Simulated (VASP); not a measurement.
# Si2N (I4/mmm) in VASP: a series of runs

Runs on Si2N. Level: PBEsol. Tasks: single point, relaxation of cell and atoms.

All numbers are computed with VASP 6.6.1; they aren't measurements. Logs are shortened: lines on timing, memory, paths and dates and some standing lists are left out, and cuts for length are marked.

### 1 The cell of the first run

It takes space group I4/mmm (No. 139, tetragonal). Conventional cell: a = 4.017 Å, b = 4.017 Å, c = 4.795 Å, α = 90.00°, β = 90.00°, γ = 90.00°. Within 3.1 Å of Si (site symmetry -4m2) lie 4 N at 2.34 Å and 6 Si at 2.40 to 2.84 Å. Within 3.1 Å of N (site symmetry 4/mmm) lie 8 Si at 2.34 Å.

### 2 Single point, PBEsol

INCAR reads:

```
ALGO = Normal
EDIFF = 1E-7
ENCUT = 520
GGA = PS
ISIF = 2
ISMEAR = -1
LASPH = True
LCHARG = True
LELF = True
LREAL = False
LVHAR = True
LWAVE = False
NBANDS = 14
NELM = 80
PREC = Accurate
SIGMA = 0.05
```

KPOINTS reads:

```
k-points
0
Gamma
  9 9 9
```

POSCAR reads:

```
Si2N
1.0
   -2.0083163957      2.0083163957      2.3973412344
    2.0083163957     -2.0083163957      2.3973412344
    2.0083163957      2.0083163957     -2.3973412344
Si N
2 1
Direct
    0.7500000000      0.2500000000      0.5000000000
    0.2500000000      0.7500000000      0.5000000000
    0.0000000000      0.0000000000      0.0000000000
```

Potentials or basis: VASP PAW PBE potentials, release 64 (Si, N).

Run with:

```bash
> cat potpaw_PBE.64/Si/POTCAR potpaw_PBE.64/N/POTCAR > POTCAR
> mpirun -np 1 vasp_std > vasp.out
```

OUTCAR:

```text
EDIFF = 1E-7
   ENCUT = 520
   GGA = PS
   ISIF = 2
   ISMEAR = -1
   LASPH = True
   LREAL = False
   NELM = 80
   PREC = Accurate

 ion  position               nearest neighbor table
   1  0.750  0.250  0.500-   3 2.34   3 2.34   3 2.34   3 2.34   2 2.40   2 2.40   2 2.84   2 2.84
                             2 2.84   2 2.84
   2  0.250  0.750  0.500-   3 2.34   3 2.34   3 2.34   3 2.34   1 2.40   1 2.40   1 2.84   1 2.84
                             1 2.84   1 2.84
   3  0.000  0.000  0.000-   1 2.34   2 2.34   1 2.34   2 2.34   1 2.34   2 2.34   1 2.34   2 2.34

  LATTYP: Found a body centered tetragonal cell.
 ALAT       =     4.0166327914
 C/A-ratio  =     1.1937069475

  Lattice vectors:

 A1 = (  -2.0083163957,   2.0083163957,   2.3973412344)
 A2 = (   2.0083163957,  -2.0083163957,   2.3973412344)
 A3 = (   2.0083163957,   2.0083163957,  -2.3973412344)

Analysis of symmetry for initial positions (statically):
=====================================================================
 Subroutine PRICEL returns:
 Original cell was already a primitive cell.

 Routine SETGRP: Setting up the symmetry group for a
 body centered tetragonal supercell.

 Subroutine GETGRP returns: Found 16 space group operations
 (whereof 16 operations were pure point group operations)
 out of a pool of 16 trial point group operations.

The static configuration has the point symmetry D_4h.

Analysis of symmetry for dynamics (positions and initial velocities):
=====================================================================
 Subroutine PRICEL returns:
 Original cell was already a primitive cell.

 Routine SETGRP: Setting up the symmetry group for a
 body centered tetragonal supercell.

 Subroutine GETGRP returns: Found 16 space group operations
 (whereof 16 operations were pure point group operations)
 out of a pool of 16 trial point group operations.

The dynamic configuration has the point symmetry D_4h.

 Subroutine INISYM returns: Found 16 space group operations
 (whereof 16 operations are pure point group operations),
 and found     1 'primitive' translations

----------------------------------------------------------------------------------------

                                     Primitive cell

  volume of cell :      38.6771

  direct lattice vectors                    reciprocal lattice vectors
    -2.008316396  2.008316396  2.397341234     0.000000000  0.248964755  0.208564385
     2.008316396 -2.008316396  2.397341234     0.248964755  0.000000000  0.208564385
     2.008316396  2.008316396 -2.397341234     0.248964755  0.248964755  0.000000000

  length of vectors
     3.716707479  3.716707479  3.716707479     0.324780775  0.324780775  0.352089333

  position of ions in fractional coordinates (direct lattice)
     0.750000000  0.250000000  0.500000000
     0.250000000  0.750000000  0.500000000
     0.000000000  0.000000000  0.000000000

  ion indices of the primitive-cell ions
   primitive index   ion index
                 1           1
                 2           2
                 3           3

----------------------------------------------------------------------------------------

 KPOINTS: k-points

Automatic generation of k-mesh.
 Grid dimensions read from file:
 generate k-points for:    9    9    9

 Generating k-lattice:

  Cartesian coordinates                     Fractional coordinates (reciprocal lattice)
     0.000000000  0.027662751  0.023173821     0.111111111  0.000000000 -0.000000000
     0.027662751  0.000000000  0.023173821     0.000000000  0.111111111 -0.000000000
     0.027662751  0.027662751  0.000000000     0.000000000  0.000000000  0.111111111

  Length of vectors
     0.036086753  0.036086753  0.039121037

  Shift w.r.t. Gamma in fractional coordinates (k-lattice)
     0.000000000  0.000000000  0.000000000

 Subroutine IBZKPT returns following result:
 ===========================================

 Found     75 irreducible k-points:

 Following reciprocal coordinates:
            Coordinates               Weight
  0.000000  0.000000  0.000000      1.000000
  0.111111  0.000000 -0.000000      8.000000
  0.222222  0.000000 -0.000000      8.000000
  0.333333  0.000000 -0.000000      8.000000
  0.444444  0.000000 -0.000000      8.000000
  0.111111  0.111111 -0.000000      8.000000
[... 16 lines left out ...]
 -0.333333  0.333333  0.000000      4.000000
  0.444444  0.444444 -0.000000      8.000000
 [... further k-points ...]
   k-points           NKPTS =     75   k-points in BZ     NKDIM =     75   number of bands    NBANDS=     14
   number of dos      NEDOS =    301   number of ions     NIONS =      3
   total plane-waves  NPLWV =  21952
   dimension x,y,z NGX =    28 NGY =   28 NGZ =   28
   dimension x,y,z NGXF=    56 NGYF=   56 NGZF=   56
   ions per type =               2   1
   NGX,Y,Z   is equivalent  to a cutoff of  12.52, 12.52, 12.52 a.u.
   NGXF,Y,Z  is equivalent  to a cutoff of  25.05, 25.05, 25.05 a.u.
 SYSTEM =  unknown system
   PREC   = accura    normal or accurate (medium, high low for compatibility)
   ISTART =      0    job   : 0-new  1-cont  2-samecut
   ICHARG =      2    charge: 1-file 2-atom 10-const
   ISPIN  =      1    spin polarized calculation?
   LNONCOLLINEAR =      F non collinear calculations
   LSORBIT =      F    spin-orbit coupling
   LASPH  =      T    aspherical Exc in radial PAW
   ENCUT  =  520.0 eV  38.22 Ry    6.18 a.u.   6.91  6.91  6.91*2*pi/ulx,y,z
   NELM   =     80;   NELMIN=  2; NELMDL= -5     # of ELM steps
   EDIFF  = 0.1E-06   stopping-criterion for ELM
   LREAL  =      F    real-space projection
   EDIFFG = 0.1E-05   stopping-criterion for IOM
   NSW    =      0    number of steps for IOM
   IBRION =     -1    ionic relax: 0-MD 1-quasi-New 2-CG
   NFREE  =      0    steps in history (QN), initial steepest desc. (CG)
   ISIF   =      2    stress and relaxation
   ISYM   =      2    0-nonsym 1-usesym 2-fastsym
   POTIM  = 0.5000    time-step for ionic-motion
   TEBEG  =    0.0;   TEEND  =   0.0 temperature during run
   PSTRESS=    0.0 pullay stress
   NELECT =      13.0000    total number of electrons
   NUPDOWN=      -1.0000    fix difference up-down
   EMIN   =  10.00;   EMAX   =-10.00  energy-range for DOS
   EFERMI =   0.00;   METHOD = LEGACY
   ISMEAR =    -1;   SIGMA  =   0.05  broadening in eV -4-tet -1-fermi 0-gaus
   EFERMI_NEDOS =   21; number of points for ismear=-14 and -15
   IALGO  =     38    algorithm
   IMIX   =      4    mixing-type and parameters
     AMIX     =   0.40;   BMIX     =  1.00
     AMIX_MAG =   1.60;   BMIX_MAG =  1.00
  volume/ion in A,a.u.               =      12.89        87.00
  Fermi-wavevector in a.u.,A,eV,Ry     =   1.138251  2.150982 17.627906  1.295615
  Thomas-Fermi vector in A             =   2.274955
   LORBIT       =      0    0 simple, 1 ext, 2 COOP (PROOUT), +10 PAW based schemes
   GGA     = PS    functional components
   LHFCALC =     F    Hartree Fock is set to
   AEXX    =    0.0000 exact exchange contribution
   IVDW    =     0    specifies the selected vdW correction
   LEPSILON=     F    determine dielectric tensor
   LRPA    =     F    only Hartree local field effects (RPA)
 non-spin polarized calculation
  energy-cutoff  :      520.00
  volume of cell :       38.68
 maximum number of plane-waves:      1057
   NGX = 13   NGY = 13   NGZ = 13

 number of electron      12.9999999 magnetization

 Free energy of the ion-electron system (eV)
  ---------------------------------------------------
  ext. energy  EPLUGINS =         0.00000000
  ---------------------------------------------------
  free energy    TOTEN  =       -16.35430954 eV

  energy without entropy =      -16.34068743  energy(sigma->0) =      -16.34749849

 E-fermi :   8.4866     XC(G=0): -11.1492

 val. band max:        8.4720601876   @ k =  -0.2222   0.4444   0.2222
 cond. band min:       8.4920148062   @ k =   0.3333   0.1111  -0.0000
 fundamental gap:      0.0199546186
 Fermi energy:         8.4865566763

 k-point     1 :       0.0000    0.0000    0.0000
  band No.  band energies     occupation
      1      -8.5384      2.00000
      2       1.3926      2.00000
      3       4.1467      2.00000
      4       4.1467      2.00000
      5       4.8828      2.00000
      6       6.3500      2.00000
      7       8.7522      0.00981
      8       8.7522      0.00981
      9       9.3348      0.00000
     10      12.3798      0.00000
     11      12.3798      0.00000
     12      13.4325      0.00000
     13      14.9592      0.00000
     14      17.7878      0.00000

 k-point     2 :       0.1111    0.0000   -0.0000
  band No.  band energies     occupation
      1      -8.4157      2.00000
      2       0.9362      2.00000
      3       3.9738      2.00000
      4       4.0637      2.00000
      5       4.7600      2.00000
      6       6.3179      2.00000
      7       8.3859      1.76424
      8       8.8368      0.00181
      9      10.6034      0.00000
     10      11.7630      0.00000
     11      12.1988      0.00000
     12      14.7379      0.00000
     13      15.2868      0.00000
     14      17.5368      0.00000

 k-point     3 :       0.2222    0.0000   -0.0000
  band No.  band energies     occupation
      1      -8.0714      2.00000
      2      -0.0708      2.00000
      3       3.4609      2.00000
      4       3.6049      2.00000
      5       4.3942      2.00000
      6       6.9446      2.00000
      7       8.6677      0.05202
      8       8.9193      0.00035
      9      10.9129      0.00000
     10      11.9202      0.00000
     11      12.9648      0.00000
     12      15.1343      0.00000
     13      16.8534      0.00000
     14      18.1436      0.00000
[... 324 lines left out ...]
 k-point    23 :      -0.3333    0.3333    0.0000
  band No.  band energies     occupation
      1      -7.3699      2.00000
      2      -1.6023      2.00000
      3       2.3314      2.00000
      4       3.2048      2.00000
      5       5.2803      2.00000
      6       5.5992      2.00000
      7       8.6925      0.03198
      8       8.9265      0.00030
      9      11.9659      0.00000
     10      14.4149      0.00000
     11      15.7649      0.00000
     12      15.7777      0.00000
     13      16.4617      0.00000
     14      18.1788      0.00000

 k-point    24 :       0.4444    0.4444   -0.0000
  band No.  band energies     occupation
      1      -6.7514      2.00000
      2      -2.4310      2.00000
      3       1.3768      2.00000
      4       2.6554      2.00000
      5       5.0537      2.00000
      6       6.0243      2.00000
      7       9.2856      0.00000
      8       9.6542      0.00000
      9      12.6056      0.00000
     10      13.5844      0.00000
     11      15.4157      0.00000
     12      17.0193      0.00000
     13      17.8140      0.00000
     14      20.5563      0.00000

 [... further k-points ...]
[... 5 lines left out ...]
  --------------------------------------------------------------------------------------
  -------------------------------------------------------------------------------------
  Total        0.0147001      0.0147001      0.0455570      0.0000000     -0.0000000      0.0000000
  in kB        0.6089430      0.6089430      1.8871715      0.0000000     -0.0000000      0.0000000
  external PRESSURE =       1.0350192 kB  Pullay stress =       0.0000000 kB

 VOLUME and BASIS-vectors are now :
 -----------------------------------------------------------------------------
  energy-cutoff  :      520.00
  volume of cell :       38.68
      direct lattice vectors                 reciprocal lattice vectors
    -2.008316396  2.008316396  2.397341234     0.000000000  0.248964755  0.208564385
     2.008316396 -2.008316396  2.397341234     0.248964755  0.000000000  0.208564385
     2.008316396  2.008316396 -2.397341234     0.248964755  0.248964755  0.000000000

 POSITION                                       TOTAL-FORCE (eV/Angst)
 -----------------------------------------------------------------------------------
     -0.00000      2.00832      1.19867         0.000000      0.000000      0.000000
      2.00832     -0.00000      1.19867         0.000000     -0.000000      0.000000
      0.00000      0.00000      0.00000        -0.000000      0.000000     -0.000000
 -----------------------------------------------------------------------------------
    total drift:                               -0.000000     -0.000000      0.000000

  FREE ENERGIE OF THE ION-ELECTRON SYSTEM (eV)
  ---------------------------------------------------
  free  energy   TOTEN  =       -16.3543095433 eV

  energy  without entropy=      -16.3406874314  energy(sigma->0) =      -16.34749849
```

Run time: 34 s. Hardware: 1 thread of Intel Xeon 6975P-C, shared host; peak memory 0.17 GiB.

What came out:

```yaml
Free_energy: -16.3543 eV
Pressure: 0.1 GPa
```

Stress tensor (GPa, compression positive):
```
0.06 0.00 0.00
0.00 0.06 0.00
0.00 0.00 0.19
```

Caveat: the PAW data sets were made with another functional, which shifts forces and pressure a little.

### 3 Relaxation of cell and atoms, PBEsol

This run uses another cell than the first one, of 13.38 Å³/atom, 1.038 times its volume.

INCAR reads:

```
PREC = Accurate
ENCUT = 600
EDIFF = 1E-7
ISMEAR = -1
SIGMA = 0.05
LREAL = False
LASPH = True
NELM = 60
ALGO = Normal
ISIF = 3
LWAVE = False
LCHARG = False
GGA = PS
IBRION = 2
NSW = 60
EDIFFG = -0.01
```

KPOINTS reads:

```
regular mesh
0
Gamma
  9 9 9
```

POSCAR reads:

```
Si2N
1.0
   -2.0455600000      2.0455600000      2.3983700000
    2.0455600000     -2.0455600000      2.3983700000
    2.0455600000      2.0455600000     -2.3983700000
Si N
2 1
Direct
    0.7500000000      0.2500000000      0.5000000000
    0.2500000000      0.7500000000      0.5000000000
    0.0000000000      0.0000000000      0.0000000000
```

Potentials or basis: VASP PAW PBE potentials, release 64 (Si, N).

Run with:

```bash
> cat potpaw_PBE.64/Si/POTCAR potpaw_PBE.64/N/POTCAR > POTCAR
> mpirun -np 1 vasp_std > vasp.out
```

OUTCAR:

```text
PREC = Accurate
   ENCUT = 600
   EDIFF = 1E-7
   ISMEAR = -1
   LREAL = False
   LASPH = True
   NELM = 60
   ISIF = 3
   GGA = PS
   IBRION = 2
   NSW = 60
   EDIFFG = -0.01

 ion  position               nearest neighbor table
   1  0.750  0.250  0.500-   3 2.37   3 2.37   3 2.37   3 2.37   2 2.40   2 2.40   2 2.89   2 2.89
                             2 2.89   2 2.89
   2  0.250  0.750  0.500-   3 2.37   3 2.37   3 2.37   3 2.37   1 2.40   1 2.40   1 2.89   1 2.89
                             1 2.89   1 2.89
   3  0.000  0.000  0.000-   1 2.37   2 2.37   1 2.37   2 2.37   1 2.37   2 2.37   1 2.37   2 2.37

  LATTYP: Found a body centered tetragonal cell.
 ALAT       =     4.0911200000
 C/A-ratio  =     1.1724759968

  Lattice vectors:

 A1 = (  -2.0455600000,   2.0455600000,   2.3983700000)
 A2 = (   2.0455600000,  -2.0455600000,   2.3983700000)
 A3 = (   2.0455600000,   2.0455600000,  -2.3983700000)

Analysis of symmetry for initial positions (statically):
=====================================================================
 Subroutine PRICEL returns:
 Original cell was already a primitive cell.

 Routine SETGRP: Setting up the symmetry group for a
 body centered tetragonal supercell.

 Subroutine GETGRP returns: Found 16 space group operations
 (whereof 16 operations were pure point group operations)
 out of a pool of 16 trial point group operations.
[... 174 lines left out ...]
  Total       -0.9708212     -0.9708212     -0.4553847      0.0000000     -0.0000000      0.0000000
  in kB      -38.7479948    -38.7479948    -18.1755854      0.0000000     -0.0000000      0.0000000
  external PRESSURE =     -31.8905250 kB  Pullay stress =       0.0000000 kB
[... 135 lines left out ...]
--------------------------------------- Ionic step        5  -------------------------------------------

 number of electron      12.9999999 magnetization

 Free energy of the ion-electron system (eV)
  ---------------------------------------------------
  ext. energy  EPLUGINS =         0.00000000
  ---------------------------------------------------
  free energy    TOTEN  =       -16.35737225 eV

  energy without entropy =      -16.34375745  energy(sigma->0) =      -16.35056485

 E-fermi :   8.4836     XC(G=0): -11.1481

 val. band max:        8.4671321382   @ k =  -0.2222   0.4444   0.2222
 cond. band min:       8.4900581205   @ k =   0.3333   0.1111   0.0000
 fundamental gap:      0.0229259823
 Fermi energy:         8.4836422154

 k-point     1 :       0.0000    0.0000    0.0000
  band No.  band energies     occupation
      1      -8.5404      2.00000
      2       1.3905      2.00000
      3       4.1440      2.00000
      4       4.1440      2.00000
      5       4.8774      2.00000
      6       6.3521      2.00000
      7       8.7438      0.01094
      8       8.7438      0.01094
      9       9.3262      0.00000
     10      12.3813      0.00000
[... 287 lines left out ...]
 k-point    24 :       0.4444    0.4444    0.0000
  band No.  band energies     occupation
      1      -6.7546      2.00000
      2      -2.4303      2.00000
      3       1.3735      2.00000
      4       2.6496      2.00000
      5       5.0469      2.00000
      6       6.0175      2.00000
      7       9.2853      0.00000
      8       9.6564      0.00000
      9      12.5966      0.00000
     10      13.5872      0.00000

 [... further k-points ...]
[... 5 lines left out ...]
  --------------------------------------------------------------------------------------
  -------------------------------------------------------------------------------------
  Total       -0.0041176     -0.0041176     -0.0012593      0.0000000      0.0000000      0.0000000
  in kB       -0.1705149     -0.1705149     -0.0521511      0.0000000      0.0000000      0.0000000
  external PRESSURE =      -0.1310603 kB  Pullay stress =       0.0000000 kB
[... 18 lines left out ...]
  FREE ENERGIE OF THE ION-ELECTRON SYSTEM (eV)
  ---------------------------------------------------
  free  energy   TOTEN  =       -16.3573722487 eV

  energy  without entropy=      -16.3437574463  energy(sigma->0) =      -16.35056485

 reached required accuracy - stopping structural energy minimisation
```

Wall time 100 s (1 thread of Intel Xeon 6975P-C, shared host); peak memory 0.19 GiB.

Results:

- Free energy: -16.3574 eV
- Relaxed volume: 12.90 Å³/atom
- Relaxed cell: a = 3.717 Å, b = 3.717 Å, c = 3.717 Å, α = 114.61°, β = 114.61°, γ = 99.63°
- Space group after relaxing (to 0.05 Å): I4/mmm (No. 139)
- Energy gained by relaxing: 6.0 meV/atom
- Ionic steps: 5
- Pressure after relaxing: 0.0 GPa

Step by step:
| step | energy change (eV) | largest force (eV/Å) | pressure (GPa) | volume (Å³) |
| --- | --- | --- | --- | --- |
| 1 | 0.0000 | 0.0000 | -3.19 | 40.14 |
| 2 | -0.0167 | 0.0000 | 0.35 | 38.61 |
| 3 | -0.0167 | 0.0000 | 0.24 | 38.66 |
| 4 | -0.0180 | 0.0000 | 0.08 | 38.68 |
| 5 | -0.0181 | 0.0000 | -0.01 | 38.69 |

Final structure:
```cif
data_structure
_symmetry_space_group_name_H-M 'P 1'
_symmetry_Int_Tables_number 1
_cell_length_a 3.7173
_cell_length_b 3.7173
_cell_length_c 3.7173
_cell_angle_alpha 114.606
_cell_angle_beta 114.606
_cell_angle_gamma 99.627
_cell_volume 38.69
loop_
_atom_site_label
_atom_site_type_symbol
_atom_site_fract_x
_atom_site_fract_y
_atom_site_fract_z
_atom_site_occupancy
Si1 Si 0.75000 0.25000 0.50000 1
Si2 Si 0.25000 0.75000 0.50000 1
N1 N 0.00000 0.00000 0.00000 1
```

Caveat: the PAW data sets were made with another functional, which shifts forces and pressure a little.
